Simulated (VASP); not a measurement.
Wanted: the native input for a VASP 6.6.1 run.

| Property | Result |
| --- | --- |
| Task | single point |
| Functional | LDA |
| Potentials or basis | VASP PAW LDA potentials, release 64 (Sc_sv) |
| Cutoff | 520 eV |
| k mesh | 8 × 8 × 11 |
| Occupations | fermi-dirac, width 0.1 eV |
| Spin | no spin polarisation |
| Dipole correction | no |
| Further INCAR settings | ALGO = Normal; EDIFF = 1e-06; NBANDS = 24 |

The structure of Sc lies in POSCAR:

```
Sc
1.0
    5.1000618536      0.0000000000      0.0000000000
   -2.5500309268      4.4167831261      0.0000000000
    0.0000000000      0.0000000000      3.2160630679
Sc
3
Direct
    0.0000000000      1.0000000000      0.0000000000
    0.3333333333      0.6666666667      0.5000000000
    0.6666666667      0.3333333333      0.5000000000
```

This cell differs from its parent crystal: volume scaled by 1.08.

The input as run:

INCAR

```
SYSTEM = Sc
PREC = Accurate
ENCUT = 520
EDIFF = 1E-6
ISMEAR = -1
SIGMA = 0.1
LREAL = .FALSE.
LASPH = .TRUE.
NELM = 60
ALGO = Normal
ISIF = 2
LWAVE = .FALSE.
LCHARG = .FALSE.
NBANDS = 24
```

KPOINTS

```
Automatic mesh
0
G
  8 8 11
  0 0 0
```

Potentials or basis: VASP PAW LDA potentials, release 64 (Sc_sv).

Launch:

```console
$ cat potpaw_LDA.64/Sc_sv/POTCAR > POTCAR
$ mpirun -np 1 vasp_std > vasp.out
```

It gave:

```json
{
  "Pressure": "-4.0 GPa"
}
```

Run time: 73 s on 1 thread of AMD EPYC 7R43 64-Core Processor (Zen 3) (shared host), peak memory 0.17 GiB.
